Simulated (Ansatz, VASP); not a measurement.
## Two plane-wave programs on KHgF2

```
K Hg F
1.0
     4.18900    0.00000    0.00000
     0.00000    4.18900    0.00000
     0.00000    0.00000    4.03508
K Hg F
1 1 2
Direct
  0.50000 0.50000 0.50000
  0.00000 0.00000 0.00000
  0.50000 0.00000 0.00000
  0.00000 0.50000 0.00000
```

Alike in both runs: task single point; functional PBE; k mesh 4 × 4 × 4; occupations gaussian, width 0.1 eV; no spin polarisation.

```csv
,VASP,Ansatz
version,VASP 6.6.1,Ansatz 0.2.0
potentials or method,"VASP PAW PBE potentials, release 64 (K_sv, Hg, F), cutoff 520 eV","scalar-relativistic, plane waves, PAW"
valence electrons in the cell,35,43
```

|  | VASP | Ansatz | Ansatz less VASP |
| --- | --- | --- | --- |
| gap on the k mesh at the Fermi level (eV) | none | none | - |
| pressure (GPa) | 24.3 | 23.4 | -0.91 |
| traceless stress, the component that is largest in VASP (GPa) | -24.45 | -23.40 | +1.044 |

A gap of «none» marks a metal or a gap that the smearing closes. The functional is the same, so the differences come from potentials, cutoffs and numerics. VASP's potentials hold 35 valence electrons a cell and Ansatz's 43, so a difference there can come from the potentials and not from the codes.

The k mesh is coarse, so the values compare programs but aren't converged. Neither program's run includes spin-orbit coupling.
